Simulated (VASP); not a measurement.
A run of VASP 6.6.1 is set up as follows.

INCAR

```
SYSTEM = BiTe
PREC = Accurate
ENCUT = 520
EDIFF = 1E-7
ISMEAR = 0
SIGMA = 0.15
LREAL = .False.
LASPH = .True.
NELM = 60
ALGO = Normal
ISIF = 2
LWAVE = .False.
LCHARG = .False.
GGA = PE
NBANDS = 18
```

Contents of KPOINTS:

```
regular mesh
0
Gamma
  12 12 12
  0 0 0
```

Contents of POSCAR:

```
BiTe
1.0
    2.4227077728      1.3987509848      3.3172919545
   -2.4227077728      1.3987509848      3.3172919545
    0.0000000000     -2.7975019696      3.3172919545
Bi Te
1 1
Direct
    0.5000000000      0.5000000000      0.5000000000
   -0.0115304823     -0.0115304823      0.0115304823
```

Potentials or basis: VASP PAW PBE potentials, release 64 (Bi_d, Te).

Run with:

```sh
$ cat potpaw_PBE.64/Bi_d/POTCAR potpaw_PBE.64/Te/POTCAR > POTCAR
$ mpirun -np 1 vasp_std > vasp.out
```

(1) Predict the largest force.

(2) Predict the pressure.

Answers

(1) 0.151 eV/Å.

(2) 0.0 GPa.

Caveat: the cell differs from its parent crystal (all Te atoms moved +0.075 Å, as atom 2 towards its neighbour atom 1 (Bi) at 3.252 Å).
